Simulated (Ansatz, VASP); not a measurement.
# Two plane-wave programs on PtSe2

Contents of INCAR:

```
  PREC = Accurate
  ENCUT = 400
  EDIFF = 1E-6
  ISMEAR = 0
  SIGMA = 0.02
  LREAL = F
  LASPH = T
  NELM = 120
  ALGO = Normal
  ISIF = 2
  LWAVE = F
  LCHARG = F
  LDIPOL = T
  IDIPOL = 3
  DIPOL = 0.5 0.5 0.500
  GGA = PE
  IVDW = 12
  NBANDS = 18
  GGA_COMPAT = F
  NELMDL = -8
```

File KPOINTS:

```
regular mesh
0
Gamma
  9 9 1
```

POSCAR

```
PtSe2
1.0
    3.7560000000      0.0000000000      0.0000000000
   -1.8780000000      3.2527914166      0.0000000000
    0.0000000000      0.0000000000     31.1212903780
Se Pt
2 1
Direct
    0.6666666667      0.3333333333      0.4559626229
    0.3333333333      0.6666666667      0.5440373771
    0.0000000000      0.0000000000      0.5000000000
```

Input for Ansatz:

```yaml
crystal:
  lattice:
    - [3.756, 0.0, 0.0]
    - [-1.878, 3.2527914166, 0.0]
    - [0.0, 0.0, 31.121290378]
  atoms:
    - { symbol: Se, position: [0.6666666667, 0.3333333333, 0.4559626229] }
    - { symbol: Pt, position: [0.0, 0.0, 0.5] }
    - { symbol: Se, position: [0.3333333333, 0.6666666667, 0.5440373771] }
  periodic: [true, true, false]
basis:
  ecutwfc: 420
kpoints:
  mp_grid: { grid: [9, 9, 1] }
hamiltonian:
  xc: pbe
  pseudopotentials: { kind: paw, azcp: { folder: soft_1 } }
  dispersion: d3bj
scf:
  occupations: { method: gaussian, width: 0.02 }
output:
  forces: true
  stress: true
  eigenvalues: true
```

Alike in both runs: task single point; functional PBE; dispersion D3(BJ); k mesh 9 × 9 × 1; occupations gaussian, width 0.02 eV; no spin polarisation.

|  | VASP | Ansatz |
| --- | --- | --- |
| version | VASP 6.6.1 | Ansatz 0.2.0 |
| potentials or method | VASP PAW PBE potentials, release 64 (Se, Pt), cutoff 400 eV | scalar-relativistic, plane waves, PAW |
| valence electrons in the cell | 22 | 50 |

Ansatz gave:

| Item | Value |
| --- | --- |
| gap on the k mesh at the Fermi level (eV) | 1.25 |
| least direct gap on the mesh (eV) | 1.46 |
| rms of the force components (eV/Å) | 0.368 |

Q: Estimate VASP's values.

A: gap on the k mesh at the Fermi level (eV): 1.24; least direct gap on the mesh (eV): 1.45; rms of the force components (eV/Å): 0.369.

VASP's potentials hold 22 valence electrons a cell and Ansatz's 50, so a difference there can come from the potentials and not from the codes.

Neither program's run includes spin-orbit coupling.
